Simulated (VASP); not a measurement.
Wanted: the native input for a VASP 6.6.1 run.

* Task: relaxation of shape and atoms at fixed volume
* Functional: PBE
* Dispersion: D4
* Potentials or basis: VASP PAW PBE potentials, release 64 (Si, Mo_sv)
* Cutoff: 600 eV
* k mesh: 10 × 10 × 10
* Occupations: gaussian, width 0.05 eV
* Spin: no spin polarisation
* Dipole correction: no
* Further INCAR settings: ALGO = Normal; EDIFF = 1e-06; IBRION = 2; EDIFFG = -0.01; NSW = 60; ISIF = 4

The structure of Si2Mo lies in POSCAR:

```
Si2Mo
1.0
   -1.5819771910      1.5819771910      3.8741224969
    1.5819771910     -1.5819771910      3.8741224969
    1.5819771910      1.5819771910     -3.8741224969
Si Mo
2 1
Direct
    0.3349095674      0.3349095674      0.0000000000
    0.6650904326      0.6650904326      0.0000000000
    0.0000000000      0.0000000000      0.0000000000
```

This cell differs from its parent crystal: volume scaled by 0.98.

One way to write it, as run:

INCAR

```
  ALGO = Normal
  EDIFF = 1E-6
  EDIFFG = -0.01
  ENCUT = 600
  GGA = PE
  IBRION = 2
  ISIF = 4
  ISMEAR = 0
  IVDW = 13
  LASPH = T
  LCHARG = F
  LREAL = F
  LWAVE = F
  NELM = 100
  NSW = 60
  PREC = Accurate
  SIGMA = 0.05
```

KPOINTS

```
k-points
0
Gamma
  10 10 10
```

Potentials or basis: VASP PAW PBE potentials, release 64 (Si, Mo_sv).

Run with:

```sh
$ cat potpaw_PBE.64/Si/POTCAR potpaw_PBE.64/Mo_sv/POTCAR > POTCAR
$ mpirun -np 1 vasp_std > vasp.out
```

It gave:

```
Energy gained by relaxing  : 0.1 meV/atom
Ionic steps                : 4
Pressure after relaxing    : 4.8 GPa
Band gap on the k mesh     : zero (band 11 reaches 13.32 eV, above the bottom of band 12 at 12.34 eV)
Dispersion energy per atom : -0.572 eV
```

Caveat: pairwise dispersion overbinds metals, which lowers pressure and volume.

Wall time 2.4 min on 1 thread of Intel(R) Xeon(R) Platinum 8375C CPU @ 2.90GHz (Ice Lake), on a shared host, peak memory 0.25 GiB.
